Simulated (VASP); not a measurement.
# MgSi2N2 (R-3m) in VASP: notebook

Runs on MgSi2N2. Level: PBE. Tasks: single point.

All numbers are computed with VASP 6.6.1; they aren't measurements. Logs are shortened: lines on timing, memory, paths and dates and some standing lists are left out, and cuts for length are marked.

## (1) The cell of the first run

It takes space group R-3m (No. 166, trigonal). The conventional cell has a = 6.075 Å, b = 6.075 Å, c = 10.431 Å, α = 90.00°, β = 90.00°, γ = 120.00°. Mg (site symmetry -3m) has 2 N at 1.95 Å within 2.6 Å. Si (site symmetry 3m) has 1 N at 1.59 Å within 2.1 Å. N (site symmetry 3m) has 1 Si at 1.59 Å and 1 Mg at 1.95 Å within 2.1 Å.

The cell was built from a structure type or drawn by symmetry, and may not be a known phase.

## (2) Single point, PBE

INCAR

```
SYSTEM = MgSi2N2
PREC = Accurate ; ENCUT = 750
EDIFF = 1E-6 ; ISMEAR = 0
SIGMA = 0.02 ; LREAL = .FALSE.
LASPH = .TRUE. ; NELM = 120
ALGO = Normal ; ISIF = 2
LWAVE = .FALSE. ; LCHARG = .TRUE.
GGA = PE ; LELF = .TRUE.
LVHAR = .TRUE. ; NBANDS = 22
GGA_COMPAT = .FALSE.
```

KPOINTS

```
regular mesh
0
G
  6 6 6
  0 0 0
```

POSCAR

```
MgSi2N2
1.0
    3.0374484125      1.7536716586      3.4770111083
   -3.0374484125      1.7536716586      3.4770111083
    0.0000000000     -3.5073433172      3.4770111083
Mg Si N
1 2 2
Direct
    0.0000000000      0.0000000000      0.0000000000
    0.6605986425      0.6605986425      0.6605986425
    0.3394013575      0.3394013575      0.3394013575
    0.1868715912      0.1868715912      0.1868715912
    0.8131284088      0.8131284088      0.8131284088
```

Potentials or basis: VASP PAW PBE potentials, release 64 (Mg_sv, Si, N).

Run with:

```bash
$ cat potpaw_PBE.64/Mg_sv/POTCAR potpaw_PBE.64/Si/POTCAR potpaw_PBE.64/N/POTCAR > POTCAR
$ mpirun -np 1 vasp_std > vasp.out
```

OUTCAR:

```text
SYSTEM = MgSi2N2
   PREC = Accurate
   ENCUT = 750
   EDIFF = 1E-6
   ISMEAR = 0
   LREAL = .FALSE.
   LASPH = .TRUE.
   NELM = 120
   ISIF = 2
   GGA = PE

 ion  position               nearest neighbor table
   1  0.000  0.000  0.000-   4 1.95   5 1.95
   2  0.661  0.661  0.661-   5 1.59
   3  0.339  0.339  0.339-   4 1.59
   4  0.187  0.187  0.187-   3 1.59   1 1.95
   5  0.813  0.813  0.813-   2 1.59   1 1.95

  LATTYP: Found a trigonal (rhomboedric) cell.
 ALAT       =     4.9387309495
 COS(alpha) =     0.2434858038

  Lattice vectors:

 A1 = (   3.0374484125,   1.7536716586,   3.4770111083)
 A2 = (  -3.0374484125,   1.7536716586,   3.4770111083)
 A3 = (   0.0000000000,  -3.5073433172,   3.4770111083)

Analysis of symmetry for initial positions (statically):
=====================================================================
 Subroutine PRICEL returns:
 Original cell was already a primitive cell.

 Routine SETGRP: Setting up the symmetry group for a
 trigonal (rhombohedral) supercell.

 Subroutine GETGRP returns: Found 12 space group operations
 (whereof 12 operations were pure point group operations)
 out of a pool of 12 trial point group operations.

The static configuration has the point symmetry D_3d.

Analysis of symmetry for dynamics (positions and initial velocities):
=====================================================================
 Subroutine PRICEL returns:
 Original cell was already a primitive cell.

 Routine SETGRP: Setting up the symmetry group for a
 trigonal (rhombohedral) supercell.

 Subroutine GETGRP returns: Found 12 space group operations
 (whereof 12 operations were pure point group operations)
 out of a pool of 12 trial point group operations.

The dynamic configuration has the point symmetry D_3d.

 Subroutine INISYM returns: Found 12 space group operations
 (whereof 12 operations are pure point group operations),
 and found     1 'primitive' translations

----------------------------------------------------------------------------------------

                                     Primitive cell

  volume of cell :     111.1257

  direct lattice vectors                    reciprocal lattice vectors
     3.037448412  1.753671659  3.477011108     0.164611849  0.095038695  0.095867779
[... 86 lines left out ...]
   ISPIN  =      1    spin polarized calculation?
   LNONCOLLINEAR =      F non collinear calculations
   LSORBIT =      F    spin-orbit coupling
   LASPH  =      T    aspherical Exc in radial PAW
   ENCUT  =  750.0 eV  55.12 Ry    7.42 a.u.  11.03 11.03 11.03*2*pi/ulx,y,z
   NELM   =    120;   NELMIN=  2; NELMDL= -5     # of ELM steps
   EDIFF  = 0.1E-05   stopping-criterion for ELM
   LREAL  =      F    real-space projection
   EDIFFG = 0.1E-04   stopping-criterion for IOM
   NSW    =      0    number of steps for IOM
   IBRION =     -1    ionic relax: 0-MD 1-quasi-New 2-CG
   NFREE  =      0    steps in history (QN), initial steepest desc. (CG)
   ISIF   =      2    stress and relaxation
   ISYM   =      2    0-nonsym 1-usesym 2-fastsym
   POTIM  = 0.5000    time-step for ionic-motion
   TEBEG  =    0.0;   TEEND  =   0.0 temperature during run
   PSTRESS=    0.0 pullay stress
   NELECT =      28.0000    total number of electrons
   NUPDOWN=      -1.0000    fix difference up-down
   EMIN   =  10.00;   EMAX   =-10.00  energy-range for DOS
   EFERMI =   0.00;   METHOD = LEGACY
   ISMEAR =     0;   SIGMA  =   0.02  broadening in eV -4-tet -1-fermi 0-gaus
   EFERMI_NEDOS =   21; number of points for ismear=-14 and -15
   IALGO  =     38    algorithm
   IMIX   =      4    mixing-type and parameters
     AMIX     =   0.40;   BMIX     =  1.00
     AMIX_MAG =   1.60;   BMIX_MAG =  1.00
  volume/ion in A,a.u.               =      22.23       149.98
  Fermi-wavevector in a.u.,A,eV,Ry     =   1.034005  1.953986 14.546893  1.069166
  Thomas-Fermi vector in A             =   2.168279
   LORBIT       =      0    0 simple, 1 ext, 2 COOP (PROOUT), +10 PAW based schemes
   GGA     = PE    functional components
   LHFCALC =     F    Hartree Fock is set to
   AEXX    =    0.0000 exact exchange contribution
   IVDW    =     0    specifies the selected vdW correction
   LEPSILON=     F    determine dielectric tensor
   LRPA    =     F    only Hartree local field effects (RPA)
 non-spin polarized calculation
 Gauss-broadening in eV      SIGMA  =   0.02
  energy-cutoff  :      750.00
  volume of cell :      111.13
 maximum number of plane-waves:      5224
 NGX is ok and might be reduce to    48
   NGX = 23   NGY = 23   NGZ = 23

 number of electron      27.9999993 magnetization

 Free energy of the ion-electron system (eV)
  ---------------------------------------------------
  ext. energy  EPLUGINS =         0.00000000
  ---------------------------------------------------
  free energy    TOTEN  =       -26.43769828 eV

  energy without entropy =      -26.43769828  energy(sigma->0) =      -26.43769828

 E-fermi :   0.7045     XC(G=0):  -8.0776

 val. band max:        0.5299579788   @ k =   0.0000   0.0000   0.0000
 cond. band min:       2.3712148395   @ k =   0.5000  -0.0000  -0.0000
 fundamental gap:      1.8412568607
 Fermi energy:         0.7044824485

 k-point     1 :       0.0000    0.0000    0.0000
  band No.  band energies     occupation
      1     -73.9225      2.00000
      2     -40.7701      2.00000
      3     -40.7701      2.00000
      4     -40.5202      2.00000
      5     -12.6903      2.00000
      6     -12.2292      2.00000
[... 589 lines left out ...]
     21       8.0824      0.00000
     22       8.5397      0.00000

 [... further k-points ...]
[... 5 lines left out ...]
  --------------------------------------------------------------------------------------
  -------------------------------------------------------------------------------------
  Total       -0.1376567     -0.1376567      0.2127742      0.0000000      0.0000000      0.0000000
  in kB       -1.9846932     -1.9846932      3.0677152      0.0000000      0.0000000      0.0000000
  external PRESSURE =      -0.3005571 kB  Pullay stress =       0.0000000 kB

 VOLUME and BASIS-vectors are now :
 -----------------------------------------------------------------------------
  energy-cutoff  :      750.00
  volume of cell :      111.13
      direct lattice vectors                 reciprocal lattice vectors
     3.037448412  1.753671659  3.477011108     0.164611849  0.095038695  0.095867779
    -3.037448412  1.753671659  3.477011108    -0.164611849  0.095038695  0.095867779
     0.000000000 -3.507343317  3.477011108     0.000000000 -0.190077391  0.095867779

 POSITION                                       TOTAL-FORCE (eV/Angst)
 -----------------------------------------------------------------------------------
      0.00000      0.00000      0.00000         0.000000      0.000000     -0.000000
      0.00000      0.00000      6.89073        -0.000000      0.000000     -0.074254
      0.00000      0.00000      3.54031        -0.000000     -0.000000      0.074254
      0.00000      0.00000      1.94926        -0.000000     -0.000000     -0.049267
      0.00000      0.00000      8.48177        -0.000000      0.000000      0.049267
 -----------------------------------------------------------------------------------
    total drift:                                0.000000     -0.000000     -0.000000

  FREE ENERGIE OF THE ION-ELECTRON SYSTEM (eV)
  ---------------------------------------------------
  free  energy   TOTEN  =       -26.4376982847 eV

  energy  without entropy=      -26.4376982847  energy(sigma->0) =      -26.43769828
```

Wall time 2 min (1 thread of Intel Xeon Platinum 8259CL at 2.50GHz (Skylake/Cascade Lake), shared host); peak memory 0.38 GiB.

What came out:

```yaml
Free_energy: -26.4377 eV
Pressure: 0.0 GPa
Largest_force: 0.074 eV/Å
Band_gap_on_the_k_mesh: 1.84 eV (least direct gap 1.89 eV)
```

Forces on the atoms (eV/Å):
```
Mg   0.000  0.000  0.000
Si   0.000  0.000 -0.074
Si   0.000  0.000  0.074
N    0.000  0.000 -0.049
N    0.000  0.000  0.049
```

Stress tensor (GPa, compression positive):
```
-0.20  0.00  0.00
 0.00 -0.20  0.00
 0.00  0.00  0.31
```

## (3) Single point, PBE

This run uses another cell than the first one, of 20.72 Å³/atom.

INCAR

```
PREC = Accurate
ENCUT = 750
EDIFF = 1E-6
ISMEAR = 0
SIGMA = 0.1
LREAL = F
LASPH = T
NELM = 120
ALGO = Normal
ISIF = 2
LWAVE = F
LCHARG = T
GGA = PE
LELF = T
LVHAR = T
NBANDS = 22
GGA_COMPAT = F
```

KPOINTS

```
Automatic mesh
0
Gamma
  6 6 6
```

POSCAR

```
MgSi2N2
1.0
    2.9475596534      1.7017743594      3.4427595529
   -2.9475596534      1.7017743594      3.4427595529
    0.0000000000     -3.4035487187      3.4427595529
Mg Si N
1 2 2
Direct
    0.0000000000      0.0000000000      0.0000000000
    0.6562974751      0.6562974751      0.6562974751
    0.3437025249      0.3437025249      0.3437025249
    0.1894126348      0.1894126348      0.1894126348
    0.8105873652      0.8105873652      0.8105873652
```

Potentials or basis: VASP PAW PBE potentials, release 64 (Mg_sv, Si, N).

Run with:

```bash
$ cat potpaw_PBE.64/Mg_sv/POTCAR potpaw_PBE.64/Si/POTCAR potpaw_PBE.64/N/POTCAR > POTCAR
$ mpirun -np 1 vasp_std > vasp.out
```

OUTCAR:

```text
PREC = Accurate
   ENCUT = 750
   EDIFF = 1E-6
   ISMEAR = 0
   LREAL = F
   LASPH = T
   NELM = 120
   ISIF = 2
   GGA = PE

 ion  position               nearest neighbor table
   1  0.000  0.000  0.000-   4 1.96   5 1.96
   2  0.656  0.656  0.656-   5 1.59
   3  0.344  0.344  0.344-   4 1.59
   4  0.189  0.189  0.189-   3 1.59   1 1.96
   5  0.811  0.811  0.811-   2 1.59   1 1.96

  LATTYP: Found a trigonal (rhomboedric) cell.
 ALAT       =     4.8411504025
 COS(alpha) =     0.2585906623

  Lattice vectors:

 A1 = (   2.9475596534,   1.7017743594,   3.4427595529)
 A2 = (  -2.9475596534,   1.7017743594,   3.4427595529)
 A3 = (   0.0000000000,  -3.4035487187,   3.4427595529)

Analysis of symmetry for initial positions (statically):
=====================================================================
 Subroutine PRICEL returns:
 Original cell was already a primitive cell.

[... 169 lines left out ...]
  ---------------------------------------------------
  ext. energy  EPLUGINS =         0.00000000
  ---------------------------------------------------
  free energy    TOTEN  =       -26.43093138 eV

  energy without entropy =      -26.43093138  energy(sigma->0) =      -26.43093138

 E-fermi :   1.6915     XC(G=0):  -8.3873

 val. band max:        1.0942206394   @ k =   0.0000   0.0000   0.0000
 cond. band min:       2.7472997615   @ k =   0.1667   0.1667   0.0000
 fundamental gap:      1.6530791221
 Fermi energy:         1.6914819515

 k-point     1 :       0.0000    0.0000    0.0000
  band No.  band energies     occupation
      1     -73.4599      2.00000
      2     -40.3055      2.00000
      3     -40.3055      2.00000
      4     -40.0617      2.00000
      5     -12.3582      2.00000
      6     -11.7964      2.00000
[... 589 lines left out ...]
     21       8.8087      0.00000
     22       9.2364      0.00000

 [... further k-points ...]
[... 5 lines left out ...]
  --------------------------------------------------------------------------------------
  -------------------------------------------------------------------------------------
  Total        0.0575675      0.0575675      0.4236647      0.0000000      0.0000000      0.0000000
  in kB        0.8901541      0.8901541      6.5510414      0.0000000      0.0000000      0.0000000
  external PRESSURE =       2.7771165 kB  Pullay stress =       0.0000000 kB

 VOLUME and BASIS-vectors are now :
 -----------------------------------------------------------------------------
  energy-cutoff  :      750.00
  volume of cell :      103.61
      direct lattice vectors                 reciprocal lattice vectors
     2.947559653  1.701774359  3.442759553     0.169631851  0.097936995  0.096821555
    -2.947559653  1.701774359  3.442759553    -0.169631851  0.097936995  0.096821555
     0.000000000 -3.403548719  3.442759553     0.000000000 -0.195873990  0.096821555

 POSITION                                       TOTAL-FORCE (eV/Angst)
 -----------------------------------------------------------------------------------
      0.00000      0.00000      0.00000         0.000000      0.000000     -0.000000
      0.00000      0.00000      6.77842        -0.000000     -0.000000     -0.081821
      0.00000      0.00000      3.54986        -0.000000      0.000000      0.081821
      0.00000      0.00000      1.95631        -0.000000     -0.000000     -0.071697
      0.00000      0.00000      8.37197        -0.000000      0.000000      0.071697
 -----------------------------------------------------------------------------------
    total drift:                               -0.000000     -0.000000      0.000000

  FREE ENERGIE OF THE ION-ELECTRON SYSTEM (eV)
  ---------------------------------------------------
  free  energy   TOTEN  =       -26.4309313834 eV

  energy  without entropy=      -26.4309313834  energy(sigma->0) =      -26.43093138
```

Run time: 99 s. Hardware: 1 thread of AMD EPYC 7R13 (Zen 3), shared host; peak memory 0.35 GiB.

Results:

```
Free energy            : -26.4309 eV
Pressure               : 0.3 GPa
Largest force          : 0.082 eV/Å
Band gap on the k mesh : 1.65 eV (least direct gap 1.68 eV)
```

Forces in eV/Å, atoms in the order of the input:
```
Mg   0.000  0.000  0.000
Si   0.000  0.000 -0.082
Si   0.000  0.000  0.082
N    0.000  0.000 -0.072
N    0.000  0.000  0.072
```

Levels at points of the mesh, in eV from the valence-band top:
```
           k point  band 12  band 13  band 14  band 15  band 16  band 17
(0.00, 0.00, 0.00)    -0.35    -0.35     0.00     1.68     1.68     2.67
(0.50, 0.00, 0.00)    -1.28    -0.74    -0.18     1.71     2.51     3.30
(0.50, 0.50, 0.00)    -0.88    -0.62    -0.44     2.31     2.92     2.93
(0.50, 0.50, 0.50)    -1.87    -1.59    -0.46     2.87     2.87     4.38
```

A k mesh can miss the band edges.

## (4) Single point, PBE

INCAR

```
ALGO     = Normal         # electronic algorithm
EDIFF    = 1E-6           # SCF threshold, eV
ENCUT    = 750            # plane-wave cutoff, eV
GGA      = PE             # functional
GGA_COMPAT= F            
ISIF     = 2              # what is computed and relaxed
ISMEAR   = 0              # smearing method
LASPH    = T              # aspherical terms in the spheres
LCHARG   = T              # write CHGCAR
LELF     = T              # ELF
LREAL    = F              # projectors in reciprocal space
LVHAR    = T            
LWAVE    = F              # write WAVECAR
NBANDS   = 22             # bands
NELM     = 120            # most SCF steps
PREC     = Accurate       # precision mode
SIGMA    = 0.02           # smearing width, eV
```

KPOINTS

```
k-points
0
Gamma
  6 6 6
```

POSCAR

```
MgSi2N2
1.0
    3.0374484125      1.7536716586      3.4770111083
   -3.0374484125      1.7536716586      3.4770111083
    0.0000000000     -3.5073433172      3.4770111083
Mg Si N
1 2 2
Direct
    0.0000000000      0.0000000000      0.0000000000
    0.6605986425      0.6605986425      0.6605986425
    0.3394013575      0.3394013575      0.3394013575
    0.1868715912      0.1868715912      0.1868715912
    0.8131284088      0.8131284088      0.8131284088
```

Run with:

```bash
$ cat potpaw_PBE.64/Mg_sv/POTCAR potpaw_PBE.64/Si/POTCAR potpaw_PBE.64/N/POTCAR > POTCAR
$ mpirun -np 1 vasp_std > vasp.out
```

It took 2.3 min on 1 thread of Intel Xeon Platinum 8175M at 2.50GHz (Skylake/Cascade Lake), shared host; peak memory 0.38 GiB.

Results (log left out):

* Free energy: -26.4377 eV
* Pressure: 0.0 GPa
* Largest force: 0.074 eV/Å
* Band gap on the k mesh: 1.84 eV (least direct gap 1.89 eV)

Forces on the atoms (eV/Å):
```
Mg   0.000  0.000  0.000
Si   0.000  0.000 -0.074
Si   0.000  0.000  0.074
N    0.000  0.000 -0.049
N    0.000  0.000  0.049
```

Stress tensor (GPa, compression positive):
```
-0.20  0.00  0.00
 0.00 -0.20  0.00
 0.00  0.00  0.31
```

Levels at points of the mesh, in eV from the valence-band top:
| k point | band 11 | band 12 | band 13 | band 14 | band 15 | band 16 | band 17 | band 18 |
| --- | --- | --- | --- | --- | --- | --- | --- | --- |
| (0.00, 0.00, 0.00) | -1.74 | -0.28 | -0.28 | 0.00 | 1.96 | 1.96 | 2.84 | 2.84 |
| (0.50, 0.00, 0.00) | -1.15 | -1.05 | -0.64 | -0.19 | 1.84 | 2.60 | 3.51 | 4.38 |
| (0.50, 0.50, 0.00) | -1.18 | -0.77 | -0.55 | -0.37 | 2.50 | 3.02 | 3.03 | 4.89 |
| (0.50, 0.50, 0.50) | -1.61 | -1.61 | -1.38 | -0.47 | 2.92 | 2.92 | 4.53 | 4.53 |

A k mesh can miss the band edges.
